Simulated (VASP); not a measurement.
# B5P4 in VASP: relaxation of the atoms with PBEsol

Aim: the relaxation of the atoms of B5P4 with PBEsol.

Everything below comes from runs of VASP 6.6.1. Logs are shortened: lines on timing, memory, paths and dates and some standing lists are left out, and cuts for length are marked.

### 1 The cell of the first run

The cell holds a slab with vacuum, 9 atoms: a = 3.196 Å, b = 3.196 Å, c = 24.040 Å, α = 90.00°, β = 90.00°, γ = 90.00°.

### 2 Relaxation of the atoms, PBEsol

File INCAR:

```
PREC = Accurate ; ENCUT = 520
EDIFF = 1E-6 ; ISMEAR = 0
SIGMA = 0.05 ; LREAL = F
LASPH = T ; NELM = 80
ALGO = Normal ; ISIF = 2
LWAVE = F ; LCHARG = F
LDIPOL = T ; IDIPOL = 3
DIPOL = 0.5 0.5 0.500 ; GGA = PS
IBRION = 2 ; NSW = 80
EDIFFG = -0.02
```

File KPOINTS:

```
Automatic mesh
0
Gamma
  8 8 1
```

File POSCAR:

```
B5P4
1.0
    3.1962448227      0.0000000000      0.0000000000
    0.0000000000      3.1962448227      0.0000000000
    0.0000000000      0.0000000000     24.0403455538
B P
5 4
Direct
    0.5000000000      0.5000000000      0.3119755489
    0.0000000000      0.0000000000      0.4059877745
    0.5000000000      0.5000000000      0.5000000000
    0.0000000000      0.0000000000      0.5940122255
    0.5000000000      0.5000000000      0.6880244511
    0.5000000000      0.0000000000      0.3589816617
    0.0000000000      0.5000000000      0.4529938872
    0.5000000000      0.0000000000      0.5470061128
    0.0000000000      0.5000000000      0.6410183383
```

Potentials or basis: VASP PAW PBE potentials, release 64 (B, P).

Started as:

```console
cat potpaw_PBE.64/B/POTCAR potpaw_PBE.64/P/POTCAR > POTCAR
mpirun -np 1 vasp_std > vasp.out
```

OUTCAR:

```text
PREC = Accurate
   ENCUT = 520
   EDIFF = 1E-6
   ISMEAR = 0
   LREAL = F
   LASPH = T
   NELM = 80
   ISIF = 2
   GGA = PS
   IBRION = 2
   NSW = 80
   EDIFFG = -0.02

 ion  position               nearest neighbor table
   1  0.500  0.500  0.312-   6 1.96   6 1.96
   2  0.000  0.000  0.406-   7 1.96   7 1.96   6 1.96   6 1.96
   3  0.500  0.500  0.500-   7 1.96   8 1.96   8 1.96   7 1.96
   4  0.000  0.000  0.594-   8 1.96   8 1.96   9 1.96   9 1.96
   5  0.500  0.500  0.688-   9 1.96   9 1.96
   6  0.500  0.000  0.359-   1 1.96   2 1.96   1 1.96   2 1.96
   7  0.000  0.500  0.453-   2 1.96   2 1.96   3 1.96   3 1.96
   8  0.500  0.000  0.547-   4 1.96   4 1.96   3 1.96   3 1.96
   9  0.000  0.500  0.641-   4 1.96   5 1.96   4 1.96   5 1.96

  LATTYP: Found a simple tetragonal cell.
 ALAT       =     3.1962448227
 C/A-ratio  =     7.5214343354

  Lattice vectors:

 A1 = (   3.1962448227,   0.0000000000,   0.0000000000)
 A2 = (   0.0000000000,   3.1962448227,   0.0000000000)
 A3 = (   0.0000000000,   0.0000000000,  24.0403455538)

Analysis of symmetry for initial positions (statically):
=====================================================================
 Subroutine PRICEL returns:
 Original cell was already a primitive cell.

 Routine SETGRP: Setting up the symmetry group for a
 simple tetragonal supercell.

 Subroutine GETGRP returns: Found  8 space group operations
 (whereof  8 operations were pure point group operations)
 out of a pool of 16 trial point group operations.

The static configuration has the point symmetry D_2d.

Analysis of symmetry for dynamics (positions and initial velocities):
=====================================================================
 Subroutine PRICEL returns:
 Original cell was already a primitive cell.

 Routine SETGRP: Setting up the symmetry group for a
 simple tetragonal supercell.

 Subroutine GETGRP returns: Found  8 space group operations
 (whereof  8 operations were pure point group operations)
 out of a pool of 16 trial point group operations.

The dynamic configuration has the point symmetry D_2d.

 Subroutine INISYM returns: Found  8 space group operations
 (whereof  8 operations are pure point group operations),
 and found     1 'primitive' translations

----------------------------------------------------------------------------------------

                                     Primitive cell

  volume of cell :     245.5957

  direct lattice vectors                    reciprocal lattice vectors
     3.196244823  0.000000000  0.000000000     0.312867147  0.000000000  0.000000000
     0.000000000  3.196244823  0.000000000     0.000000000  0.312867147  0.000000000
     0.000000000  0.000000000 24.040345554     0.000000000  0.000000000  0.041596740

  length of vectors
     3.196244823  3.196244823 24.040345554     0.312867147  0.312867147  0.041596740

  position of ions in fractional coordinates (direct lattice)
     0.500000000  0.500000000  0.311975549
     0.000000000  0.000000000  0.405987774
     0.500000000  0.500000000  0.500000000
     0.000000000  0.000000000  0.594012226
     0.500000000  0.500000000  0.688024451
     0.500000000  0.000000000  0.358981662
     0.000000000  0.500000000  0.452993887
     0.500000000  0.000000000  0.547006113
     0.000000000  0.500000000  0.641018338

  ion indices of the primitive-cell ions
   primitive index   ion index
                 1           1
                 2           2
                 3           3
                 4           4
                 5           5
                 6           6
                 7           7
                 8           8
                 9           9

----------------------------------------------------------------------------------------

 KPOINTS: Automatic mesh

Automatic generation of k-mesh.
 Grid dimensions read from file:
 generate k-points for:    8    8    1

 Generating k-lattice:

  Cartesian coordinates                     Fractional coordinates (reciprocal lattice)
     0.039108393  0.000000000  0.000000000     0.125000000  0.000000000  0.000000000
     0.000000000  0.039108393  0.000000000     0.000000000  0.125000000  0.000000000
     0.000000000  0.000000000  0.041596740     0.000000000  0.000000000  1.000000000

  Length of vectors
     0.039108393  0.039108393  0.041596740

  Shift w.r.t. Gamma in fractional coordinates (k-lattice)
     0.000000000  0.000000000  0.000000000

 Subroutine IBZKPT returns following result:
 ===========================================

 Found     15 irreducible k-points:

 Following reciprocal coordinates:
            Coordinates               Weight
  0.000000  0.000000  0.000000      1.000000
  0.125000  0.000000  0.000000      4.000000
  0.250000  0.000000  0.000000      4.000000
  0.375000  0.000000  0.000000      4.000000
  0.500000  0.000000  0.000000      2.000000
  0.125000  0.125000  0.000000      4.000000
  0.250000  0.125000  0.000000      8.000000
  0.375000  0.125000  0.000000      8.000000
  0.500000  0.125000  0.000000      4.000000
  0.250000  0.250000  0.000000      4.000000
  0.375000  0.250000  0.000000      8.000000
  0.500000  0.250000  0.000000      4.000000
  0.375000  0.375000  0.000000      4.000000
  0.500000  0.375000  0.000000      4.000000
  0.500000  0.500000  0.000000      1.000000
   k-points           NKPTS =     15   k-points in BZ     NKDIM =     15   number of bands    NBANDS=     22
   number of dos      NEDOS =    301   number of ions     NIONS =      9
   total plane-waves  NPLWV = 103680
   dimension x,y,z NGX =    24 NGY =   24 NGZ =  180
   dimension x,y,z NGXF=    48 NGYF=   48 NGZF=  360
   ions per type =               5   4
   NGX,Y,Z   is equivalent  to a cutoff of  12.48, 12.48, 12.45 a.u.
   NGXF,Y,Z  is equivalent  to a cutoff of  24.97, 24.97, 24.90 a.u.
 SYSTEM =  unknown system
   PREC   = accura    normal or accurate (medium, high low for compatibility)
   ISTART =      0    job   : 0-new  1-cont  2-samecut
   ICHARG =      2    charge: 1-file 2-atom 10-const
   ISPIN  =      1    spin polarized calculation?
   LNONCOLLINEAR =      F non collinear calculations
   LSORBIT =      F    spin-orbit coupling
   LASPH  =      T    aspherical Exc in radial PAW
   ENCUT  =  520.0 eV  38.22 Ry    6.18 a.u.   5.94  5.94 44.70*2*pi/ulx,y,z
   NELM   =     80;   NELMIN=  2; NELMDL= -5     # of ELM steps
   EDIFF  = 0.1E-05   stopping-criterion for ELM
   LREAL  =      F    real-space projection
   EDIFFG = -.2E-01   stopping-criterion for IOM
   NSW    =     80    number of steps for IOM
   IBRION =      2    ionic relax: 0-MD 1-quasi-New 2-CG
   NFREE  =      1    steps in history (QN), initial steepest desc. (CG)
   ISIF   =      2    stress and relaxation
   ISYM   =      2    0-nonsym 1-usesym 2-fastsym
   POTIM  = 0.5000    time-step for ionic-motion
   TEBEG  =    0.0;   TEEND  =   0.0 temperature during run
   PSTRESS=    0.0 pullay stress
   NELECT =      35.0000    total number of electrons
   NUPDOWN=      -1.0000    fix difference up-down
   EMIN   =  10.00;   EMAX   =-10.00  energy-range for DOS
   EFERMI =   0.00;   METHOD = LEGACY
   ISMEAR =     0;   SIGMA  =   0.05  broadening in eV -4-tet -1-fermi 0-gaus
   EFERMI_NEDOS =   21; number of points for ismear=-14 and -15
   IALGO  =     38    algorithm
   IMIX   =      4    mixing-type and parameters
     AMIX     =   0.40;   BMIX     =  1.00
     AMIX_MAG =   1.60;   BMIX_MAG =  1.00
  volume/ion in A,a.u.               =      27.29       184.15
  Fermi-wavevector in a.u.,A,eV,Ry     =   0.855114  1.615931  9.948847  0.731220
  Thomas-Fermi vector in A             =   1.971814
   LORBIT       =      0    0 simple, 1 ext, 2 COOP (PROOUT), +10 PAW based schemes
   GGA     = PS    functional components
   LHFCALC =     F    Hartree Fock is set to
   AEXX    =    0.0000 exact exchange contribution
   IVDW    =     0    specifies the selected vdW correction
   LEPSILON=     F    determine dielectric tensor
   LRPA    =     F    only Hartree local field effects (RPA)
 conjugate gradient relaxation of ions
 non-spin polarized calculation
 Gauss-broadening in eV      SIGMA  =   0.05
  energy-cutoff  :      520.00
  volume of cell :      245.60
 maximum number of plane-waves:      6666
 NGX is ok and might be reduce to    24
   NGX = 11   NGY = 11   NGZ = 89

--------------------------------------- Ionic step        1  -------------------------------------------

 number of electron      34.9999994 magnetization

 Free energy of the ion-electron system (eV)
  ---------------------------------------------------
  ext. energy  EPLUGINS =         0.00000000
  ---------------------------------------------------
  free energy    TOTEN  =       -54.77196822 eV

  energy without entropy =      -54.76221277  energy(sigma->0) =      -54.76709049

------------------------ aborting loop because EDIFF is reached ----------------------------------------

  FORCE on cell =-STRESS in cart. coord.  units (eV):
  Direction    XX          YY          ZZ          XY          YZ          ZX
  --------------------------------------------------------------------------------------
  -------------------------------------------------------------------------------------
  Total       -2.8574333     -2.8574333     -4.2589180      0.0000000     -0.0000000      0.0000000
  in kB      -18.6408583    -18.6408583    -27.7836357      0.0000000     -0.0000000      0.0000000
  external PRESSURE =     -21.6884507 kB  Pullay stress =       0.0000000 kB
[... 110 lines left out ...]
  FREE ENERGIE OF THE ION-ELECTRON SYSTEM (eV)
  ---------------------------------------------------
  free  energy   TOTEN  =       -55.0680312922 eV

  energy  without entropy=      -55.0571596994  energy(sigma->0) =      -55.06259550

 dipolmoment           0.000000      0.000000      0.000000 electrons x Angstroem

[... ionic steps 4 to 9 ...]

--------------------------------------- Ionic step       10  -------------------------------------------

 number of electron      34.9999992 magnetization

------------------------ aborting loop because EDIFF is reached ----------------------------------------

  FORCE on cell =-STRESS in cart. coord.  units (eV):
  Direction    XX          YY          ZZ          XY          YZ          ZX
  --------------------------------------------------------------------------------------
  -------------------------------------------------------------------------------------
  Total       -1.1206847     -1.1206847     -0.1117958      0.0000000      0.0000000     -0.0000000
  in kB       -7.3109406     -7.3109406     -0.7293155      0.0000000      0.0000000     -0.0000000
  external PRESSURE =      -5.1170656 kB  Pullay stress =       0.0000000 kB
[... 71 lines left out ...]
  energy  without entropy=      -55.1039892709  energy(sigma->0) =      -55.10853835

--------------------------------------- Ionic step       12  -------------------------------------------

 number of electron      34.9999992 magnetization

 dipolmoment           0.000000      0.000000     -0.000000 electrons x Angstroem

 Free energy of the ion-electron system (eV)
  ---------------------------------------------------
  ext. energy  EPLUGINS =         0.00000000
  ---------------------------------------------------
  free energy    TOTEN  =       -55.11315209 eV

  energy without entropy =      -55.10403634  energy(sigma->0) =      -55.10859421

 E-fermi :  -0.1123     XC(G=0):  -5.3485

 val. band max:       -0.1349247829   @ k =   0.2500   0.1250   0.0000
 cond. band min:      -0.0797557163   @ k =   0.1250   0.1250   0.0000
 fundamental gap:      0.0551690666
 Fermi energy:        -0.1122778450

 k-point     1 :       0.0000    0.0000    0.0000
  band No.  band energies     occupation
      1     -15.8217      2.00000
      2     -15.0567      2.00000
      3     -13.8295      2.00000
      4     -12.2436      2.00000
      5      -8.5637      2.00000
      6      -6.6251      2.00000
[... 364 lines left out ...]
     21       1.6732      0.00000
     22       2.6941      0.00000

------------------------ aborting loop because EDIFF is reached ----------------------------------------

 vacuum level on the upper side and lower side of the slab       (xc-potential included)        -0.009        -0.009

  FORCE on cell =-STRESS in cart. coord.  units (eV):
  Direction    XX          YY          ZZ          XY          YZ          ZX
  --------------------------------------------------------------------------------------
  -------------------------------------------------------------------------------------
  Total       -1.0706368     -1.0706368     -0.0613701      0.0000000     -0.0000000      0.0000000
  in kB       -6.9844459     -6.9844459     -0.4003560      0.0000000     -0.0000000      0.0000000
  external PRESSURE =      -4.7897493 kB  Pullay stress =       0.0000000 kB

 VOLUME and BASIS-vectors are now :
 -----------------------------------------------------------------------------
  energy-cutoff  :      520.00
  volume of cell :      245.60
      direct lattice vectors                 reciprocal lattice vectors
     3.196244823  0.000000000  0.000000000     0.312867147  0.000000000  0.000000000
     0.000000000  3.196244823  0.000000000     0.000000000  0.312867147  0.000000000
     0.000000000  0.000000000 24.040345554     0.000000000  0.000000000  0.041596740
[... 15 lines left out ...]
  FREE ENERGIE OF THE ION-ELECTRON SYSTEM (eV)
  ---------------------------------------------------
  free  energy   TOTEN  =       -55.1131520884 eV

  energy  without entropy=      -55.1040363404  energy(sigma->0) =      -55.10859421

 reached required accuracy - stopping structural energy minimisation

 vacuum level on the upper side and lower side of the slab         5.416         5.416
```

Wall time 4.3 min (1 thread of Intel Xeon 6975P-C (Granite Rapids), shared host); peak memory 0.34 GiB.

Results:

```
Free energy                  : -55.1132 eV
Energy gained by relaxing    : 37.9 meV/atom
Ionic steps                  : 12
Largest force after relaxing : 0.013 eV/Å
```

Forces in eV/Å, atoms in the order of the input:
```
B    0.000  0.000  0.001
B    0.000  0.000 -0.007
B    0.000  0.000  0.000
B    0.000  0.000  0.007
B    0.000  0.000 -0.001
P    0.000  0.000  0.010
P    0.000  0.000 -0.013
P    0.000  0.000  0.013
P    0.000  0.000 -0.010
```

The path:
| step | energy change (eV) | largest force (eV/Å) | pressure (GPa) |
| --- | --- | --- | --- |
| 1 | 0.0000 | 1.7781 | -2.17 |
| 2 | -0.2952 | 0.5241 | -1.47 |
| 3 | -0.2961 | 0.4955 | -1.52 |
| 4 | -0.3241 | 0.1945 | -1.28 |
| 5 | -0.3258 | 0.1606 | -1.19 |
| 6 | -0.3299 | 0.1366 | -1.10 |
| 7 | -0.3300 | 0.1612 | -1.09 |
| 8 | -0.3337 | 0.1306 | -0.98 |
| 9 | -0.3404 | 0.0483 | -0.66 |
| 10 | -0.3410 | 0.0373 | -0.51 |
| 11 | -0.3411 | 0.0325 | -0.46 |
| 12 | -0.3412 | 0.0125 | -0.48 |

Final structure:
```
B P
1.0
     3.19624    0.00000    0.00000
     0.00000    3.19624    0.00000
     0.00000    0.00000   24.04035
B P
5 4
Direct
  0.50000 0.50000 0.31882
  0.00000 0.00000 0.40647
  0.50000 0.50000 0.50000
  0.00000 0.00000 0.59353
  0.50000 0.50000 0.68118
  0.50000 0.00000 0.35812
  0.00000 0.50000 0.45286
  0.50000 0.00000 0.54714
  0.00000 0.50000 0.64188
```

Caveat: the PAW data sets were made with another functional, which shifts forces and pressure a little.
